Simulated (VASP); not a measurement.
# CuSi16 (a cell with a defect) in VASP: a series of runs

CuSi16 (a cell with a defect) is run at these levels: PBEsol; tasks: single point.

Program: VASP 6.6.1. These are calculated values, not measurements. Logs are shortened: lines on timing, memory, paths and dates and some standing lists are left out, and cuts for length are marked.

**1. The cell of the first run**

The cell holds a defect, 17 atoms: a = 7.679 Å, b = 7.679 Å, c = 7.679 Å, α = 60.00°, β = 60.00°, γ = 60.00°.

**2. Single point, PBEsol**

INCAR

```
SYSTEM = CuSi16
  PREC = Accurate
  ENCUT = 520
  EDIFF = 1E-6
  ISMEAR = 0
  SIGMA = 0.02
  LREAL = Auto
  LASPH = .True.
  NELM = 60
  ALGO = Normal
  ISIF = 2
  LWAVE = .False.
  LCHARG = .False.
  GGA = PS
  NBANDS = 52
  NELECT = 74.0
```

KPOINTS

```
Automatic mesh
0
Gamma
  2 2 2
  0 0 0
```

POSCAR

```
CuSi16
1.0
    0.0000000000      5.4300000000      5.4300000000
    5.4300000000      0.0000000000      5.4300000000
    5.4300000000      5.4300000000      0.0000000000
Si Cu
16 1
Direct
    0.0099764273      0.0098878453      0.0148537753
    0.1358502762      0.1359202578      0.1344217311
    0.0004895028      0.0005226519      0.5084383057
    0.1200036832      0.1201465930      0.6416572744
   -0.0007830571      0.5085528545      0.0013961326
    0.1232841621      0.6392488029      0.1185882136
   -0.0173083794      0.5048343462      0.5087708103
    0.1138121547      0.6280451197      0.6274158379
    0.5085115101     -0.0007109576      0.0014070902
    0.6392985267      0.1233493554      0.1185127072
    0.5047626151     -0.0171987109      0.5086795580
    0.6279862799      0.1138083794      0.6274313996
    0.5084408840      0.5084038674     -0.0236390424
    0.6266856354      0.6267874770      0.1134270718
    0.4861131676      0.4861041436      0.4880052486
    0.6140125230      0.6141537753      0.6044022099
    0.3366425414      0.3367208103      0.3329537753
```

Potentials or basis: VASP PAW PBE potentials, release 64 (Si, Cu).

Launch:

```console
> cat potpaw_PBE.64/Si/POTCAR potpaw_PBE.64/Cu/POTCAR > POTCAR
> mpirun -np 1 vasp_std > vasp.out
```

OUTCAR:

```text
SYSTEM = CuSi16
   PREC = Accurate
   ENCUT = 520
   EDIFF = 1E-6
   ISMEAR = 0
   LREAL = Auto
   LASPH = .True.
   NELM = 60
   ISIF = 2
   GGA = PS
   NELECT = 74.0

 ion  position               nearest neighbor table
   1  0.010  0.010  0.015-   2 2.33   6 2.33  10 2.33   4 2.35
   2  0.136  0.136  0.134-   1 2.33   5 2.34   9 2.34   3 2.35
   3  0.000  0.001  0.508-   4 2.34   8 2.34  12 2.34   2 2.35
   4  0.120  0.120  0.642-   3 2.34   1 2.35   7 2.41  11 2.41  17 2.46
   5  0.999  0.509  0.001-   6 2.33  14 2.34   2 2.34   8 2.35
   6  0.123  0.639  0.119-   5 2.33   1 2.33  13 2.42  17 2.42   7 2.45
   7  0.983  0.505  0.509-  16 2.33  17 2.33   8 2.34   4 2.41   6 2.45
   8  0.114  0.628  0.627-   3 2.34   7 2.34  15 2.34   5 2.35
   9  0.509  0.999  0.001-  10 2.33  14 2.34   2 2.34  12 2.35
  10  0.639  0.123  0.119-   9 2.33   1 2.33  13 2.42  17 2.42  11 2.45
  11  0.505  0.983  0.509-  16 2.33  17 2.33  12 2.34   4 2.41  10 2.45
  12  0.628  0.114  0.627-   3 2.34  11 2.34  15 2.34   9 2.35
  13  0.508  0.508  0.976-  17 2.34  14 2.34  16 2.34  10 2.42   6 2.42
  14  0.627  0.627  0.113-   9 2.34   5 2.34  13 2.34  15 2.36
  15  0.486  0.486  0.488-  16 2.34  12 2.34   8 2.34  14 2.36  17 2.85
  16  0.614  0.614  0.604-  11 2.33   7 2.33  15 2.34  13 2.34
  17  0.337  0.337  0.333-  11 2.33   7 2.33  13 2.34   6 2.42  10 2.42   4 2.46  15 2.85

  LATTYP: Found a face centered cubic cell.
 ALAT       =    10.8600000000

  Lattice vectors:

 A1 = (   0.0000000000,   5.4300000000,   5.4300000000)
 A2 = (   5.4300000000,   0.0000000000,   5.4300000000)
 A3 = (   5.4300000000,   5.4300000000,   0.0000000000)

Analysis of symmetry for initial positions (statically):
=====================================================================
 Subroutine PRICEL returns:
 Original cell was already a primitive cell.

 Routine SETGRP: Setting up the symmetry group for a
 face centered cubic supercell.

 Subroutine GETGRP returns: Found  1 space group operations
 (whereof  1 operations were pure point group operations)
 out of a pool of 48 trial point group operations.

The static configuration has the point symmetry C_1 .

Analysis of symmetry for dynamics (positions and initial velocities):
=====================================================================
 Subroutine PRICEL returns:
 Original cell was already a primitive cell.

 Routine SETGRP: Setting up the symmetry group for a
 face centered cubic supercell.

 Subroutine GETGRP returns: Found  1 space group operations
 (whereof  1 operations were pure point group operations)
 out of a pool of 48 trial point group operations.

The dynamic configuration has the point symmetry C_1 .

 Subroutine INISYM returns: Found  1 space group operations
 (whereof  1 operations are pure point group operations),
 and found     1 'primitive' translations

----------------------------------------------------------------------------------------

                                     Primitive cell

  volume of cell :     320.2060

  direct lattice vectors                    reciprocal lattice vectors
     0.000000000  5.430000000  5.430000000    -0.092081031  0.092081031  0.092081031
     5.430000000  0.000000000  5.430000000     0.092081031 -0.092081031  0.092081031
     5.430000000  5.430000000  0.000000000     0.092081031  0.092081031 -0.092081031

  length of vectors
     7.679179644  7.679179644  7.679179644     0.159489025  0.159489025  0.159489025

  position of ions in fractional coordinates (direct lattice)
     0.009976427  0.009887845  0.014853775
     0.135850276  0.135920258  0.134421731
     0.000489503  0.000522652  0.508438306
     0.120003683  0.120146593  0.641657274
     0.999216943  0.508552855  0.001396133
     0.123284162  0.639248803  0.118588214
[... 9 lines left out ...]
     0.614012523  0.614153775  0.604402210
     0.336642541  0.336720810  0.332953775

  ion indices of the primitive-cell ions
   primitive index   ion index
                 1           1
                 2           2
                 3           3
                 4           4
                 5           5
                 6           6
[... 9 lines left out ...]
                16          16
                17          17

----------------------------------------------------------------------------------------

 KPOINTS: Automatic mesh

Automatic generation of k-mesh.
 Grid dimensions read from file:
 generate k-points for:    2    2    2

 Generating k-lattice:

  Cartesian coordinates                     Fractional coordinates (reciprocal lattice)
    -0.046040516  0.046040516  0.046040516     0.500000000  0.000000000  0.000000000
     0.046040516 -0.046040516  0.046040516     0.000000000  0.500000000  0.000000000
     0.046040516  0.046040516 -0.046040516     0.000000000  0.000000000  0.500000000

  Length of vectors
     0.079744512  0.079744512  0.079744512

  Shift w.r.t. Gamma in fractional coordinates (k-lattice)
     0.000000000  0.000000000  0.000000000

 Subroutine IBZKPT returns following result:
 ===========================================

 Found      8 irreducible k-points:

 Following reciprocal coordinates:
            Coordinates               Weight
  0.000000  0.000000  0.000000      1.000000
  0.500000  0.000000  0.000000      1.000000
  0.000000  0.500000  0.000000      1.000000
  0.000000  0.000000  0.500000      1.000000
  0.500000  0.500000  0.500000      1.000000
  0.500000  0.500000  0.000000      1.000000
  0.000000  0.500000  0.500000      1.000000
  0.500000  0.000000  0.500000      1.000000
   k-points           NKPTS =      8   k-points in BZ     NKDIM =      8   number of bands    NBANDS=     52
   number of dos      NEDOS =    301   number of ions     NIONS =     17
   total plane-waves  NPLWV = 216000
   dimension x,y,z NGX =    60 NGY =   60 NGZ =   60
   dimension x,y,z NGXF=   120 NGYF=  120 NGZF=  120
   ions per type =              16   1
   NGX,Y,Z   is equivalent  to a cutoff of  12.99, 12.99, 12.99 a.u.
   NGXF,Y,Z  is equivalent  to a cutoff of  25.98, 25.98, 25.98 a.u.
 SYSTEM =  CuSi16
   PREC   = accura    normal or accurate (medium, high low for compatibility)
   ISTART =      0    job   : 0-new  1-cont  2-samecut
   ICHARG =      2    charge: 1-file 2-atom 10-const
   ISPIN  =      1    spin polarized calculation?
   LNONCOLLINEAR =      F non collinear calculations
   LSORBIT =      F    spin-orbit coupling
   LASPH  =      T    aspherical Exc in radial PAW
   ENCUT  =  520.0 eV  38.22 Ry    6.18 a.u.  14.28 14.28 14.28*2*pi/ulx,y,z
   NELM   =     60;   NELMIN=  2; NELMDL= -5     # of ELM steps
   EDIFF  = 0.1E-05   stopping-criterion for ELM
   LREAL  =      T    real-space projection
   EDIFFG = 0.1E-04   stopping-criterion for IOM
   NSW    =      0    number of steps for IOM
   IBRION =     -1    ionic relax: 0-MD 1-quasi-New 2-CG
   NFREE  =      0    steps in history (QN), initial steepest desc. (CG)
   ISIF   =      2    stress and relaxation
   ISYM   =      2    0-nonsym 1-usesym 2-fastsym
   POTIM  = 0.5000    time-step for ionic-motion
   TEBEG  =    0.0;   TEEND  =   0.0 temperature during run
   PSTRESS=    0.0 pullay stress
   NELECT =      74.0000    total number of electrons
   NUPDOWN=      -1.0000    fix difference up-down
   EMIN   =  10.00;   EMAX   =-10.00  energy-range for DOS
   EFERMI =   0.00;   METHOD = LEGACY
   ISMEAR =     0;   SIGMA  =   0.02  broadening in eV -4-tet -1-fermi 0-gaus
   EFERMI_NEDOS =   21; number of points for ismear=-14 and -15
   IALGO  =     38    algorithm
   IMIX   =      4    mixing-type and parameters
     AMIX     =   0.40;   BMIX     =  1.00
     AMIX_MAG =   1.60;   BMIX_MAG =  1.00
  volume/ion in A,a.u.               =      18.84       127.11
  Fermi-wavevector in a.u.,A,eV,Ry     =   1.004636  1.898488 13.732283  1.009294
  Thomas-Fermi vector in A             =   2.137265
   LORBIT       =      0    0 simple, 1 ext, 2 COOP (PROOUT), +10 PAW based schemes
   GGA     = PS    functional components
   LHFCALC =     F    Hartree Fock is set to
   AEXX    =    0.0000 exact exchange contribution
   IVDW    =     0    specifies the selected vdW correction
   LEPSILON=     F    determine dielectric tensor
   LRPA    =     F    only Hartree local field effects (RPA)
 non-spin polarized calculation
 Gauss-broadening in eV      SIGMA  =   0.02
  energy-cutoff  :      520.00
  volume of cell :      320.21
 maximum number of plane-waves:      8646
 NGX is ok and might be reduce to    60
   NGX = 29   NGY = 29   NGZ = 29

 number of electron      74.0000001 magnetization

 Free energy of the ion-electron system (eV)
  ---------------------------------------------------
  ext. energy  EPLUGINS =         0.00000000
  ---------------------------------------------------
  free energy    TOTEN  =      -100.08098379 eV

  energy without entropy =     -100.08097981  energy(sigma->0) =     -100.08098180

 E-fermi :   6.3717     XC(G=0):  -9.7589

 val. band max:        6.3204638586   @ k =   0.0000   0.0000   0.0000
 cond. band min:       6.4229413452   @ k =   0.0000   0.0000   0.0000
 fundamental gap:      0.1024774866
 Fermi energy:         6.3717025984

 k-point     1 :       0.0000    0.0000    0.0000
  band No.  band energies     occupation
      1      -5.9702      2.00000
      2      -3.5940      2.00000
      3      -3.5642      2.00000
      4      -3.5476      2.00000
      5      -3.5150      2.00000
      6      -2.0413      2.00000
[... 41 lines left out ...]
     48       8.3615      0.00000
     49       8.4343      0.00000

 k-point     2 :       0.5000    0.0000    0.0000
  band No.  band energies     occupation
      1      -5.2662      2.00000
      2      -5.0405      2.00000
      3      -3.3749      2.00000
      4      -3.3060      2.00000
      5      -3.1960      2.00000
      6      -3.1091      2.00000
[... 304 lines left out ...]
 k-point     8 :       0.5000    0.0000    0.5000
  band No.  band energies     occupation
      1      -5.0146      2.00000
      2      -4.7744      2.00000
      3      -3.9619      2.00000
      4      -3.8346      2.00000
      5      -3.8058      2.00000
      6      -3.7894      2.00000
[... 41 lines left out ...]
     48      10.3164      0.00000
     49      10.3338      0.00000
 [bands above 49 left out]

------------------------ aborting loop because EDIFF is reached ----------------------------------------

  FORCE on cell =-STRESS in cart. coord.  units (eV):
  Direction    XX          YY          ZZ          XY          YZ          ZX
  --------------------------------------------------------------------------------------
  -------------------------------------------------------------------------------------
  Total       -5.1835733     -5.1679331     -5.8148579     -0.5715351      0.3054902      0.3244643
  in kB      -25.9364386    -25.8581814    -29.0951237     -2.8597233      1.5285457      1.6234841
  external PRESSURE =     -26.9632479 kB  Pullay stress =       0.0000000 kB

 VOLUME and BASIS-vectors are now :
 -----------------------------------------------------------------------------
  energy-cutoff  :      520.00
  volume of cell :      320.21
      direct lattice vectors                 reciprocal lattice vectors
     0.000000000  5.430000000  5.430000000    -0.092081031  0.092081031  0.092081031
     5.430000000  0.000000000  5.430000000     0.092081031 -0.092081031  0.092081031
     5.430000000  5.430000000  0.000000000     0.092081031  0.092081031 -0.092081031

 POSITION                                       TOTAL-FORCE (eV/Angst)
 -----------------------------------------------------------------------------------
      0.13435      0.13483      0.10786        -0.006648     -0.006182     -0.021245
      1.46796      1.46758      1.47571        -0.004586     -0.005332     -0.007213
      2.76366      2.76348      0.00550        -0.002122     -0.001706      0.004283
      4.13659      4.13582      1.30402         0.001814      0.001134      0.008933
      2.76902      5.43333      8.18719         0.005289      0.000992     -0.009558
      4.11505      1.31337      4.14055        -0.008520      0.003014      0.003299
[... 9 lines left out ...]
      6.61676      6.61599      6.66894         0.000380     -0.000278     -0.001137
      3.63633      3.63591      3.65636         0.038571      0.038530      0.043070
 -----------------------------------------------------------------------------------
    total drift:                               -0.001656     -0.001660      0.003299

  FREE ENERGIE OF THE ION-ELECTRON SYSTEM (eV)
  ---------------------------------------------------
  free  energy   TOTEN  =      -100.0809837938 eV

  energy  without entropy=     -100.0809798137  energy(sigma->0) =     -100.08098180
```

It took 2.5 min on 1 thread of Intel Xeon 6975P-C (Granite Rapids), shared host; peak memory 0.49 GiB.

What came out:

```
Free energy   : -100.0810 eV
Largest force : 0.069 eV/Å
```

Forces in eV/Å, atoms in the order of the input:
```
Si  -0.007 -0.006 -0.021
Si  -0.005 -0.005 -0.007
Si  -0.002 -0.002  0.004
Si   0.002  0.001  0.009
Si   0.005  0.001 -0.010
Si  -0.009  0.003  0.003
Si  -0.004 -0.007 -0.015
Si   0.008  0.005 -0.003
Si   0.001  0.005 -0.010
Si   0.003 -0.008  0.004
Si  -0.007 -0.003 -0.015
Si   0.005  0.007 -0.003
Si  -0.007 -0.007  0.017
Si  -0.013 -0.012 -0.001
Si  -0.010 -0.009  0.005
Si   0.000  0.000 -0.001
Cu   0.039  0.039  0.043
```

Levels at points of the mesh, in eV from the Fermi level:
| k point | band 35 | band 36 | band 37 | band 38 | band 39 | band 40 |
| --- | --- | --- | --- | --- | --- | --- |
| (0.00, 0.00, 0.00) | -0.65 | -0.23 | -0.05 | 0.05 | 0.15 | 0.46 |
| (0.50, 0.00, 0.00) | -0.93 | -0.91 | -0.76 | 0.49 | 0.99 | 1.07 |
| (0.00, 0.50, 0.00) | -0.93 | -0.91 | -0.76 | 0.49 | 0.99 | 1.07 |
| (0.00, 0.00, 0.50) | -0.95 | -0.92 | -0.80 | 0.46 | 1.00 | 1.06 |
| (0.50, 0.50, 0.50) | -0.91 | -0.63 | -0.52 | 0.46 | 0.87 | 1.28 |
| (0.50, 0.50, 0.00) | -1.50 | -1.44 | -1.20 | 0.59 | 0.82 | 1.81 |
| (0.00, 0.50, 0.50) | -1.53 | -1.45 | -1.16 | 0.59 | 0.82 | 1.80 |
| (0.50, 0.00, 0.50) | -1.53 | -1.45 | -1.16 | 0.59 | 0.82 | 1.80 |

Caveat: the k points lie up to 0.50 Å⁻¹ apart; the cell carries a net charge on a neutralising background, which shifts energy and pressure; the cell is charged against a uniform background, so pressure and absolute levels hang on convention; the PAW data sets were made with another functional, which shifts forces and pressure a little.

(Part 1 of 2 ends here.)
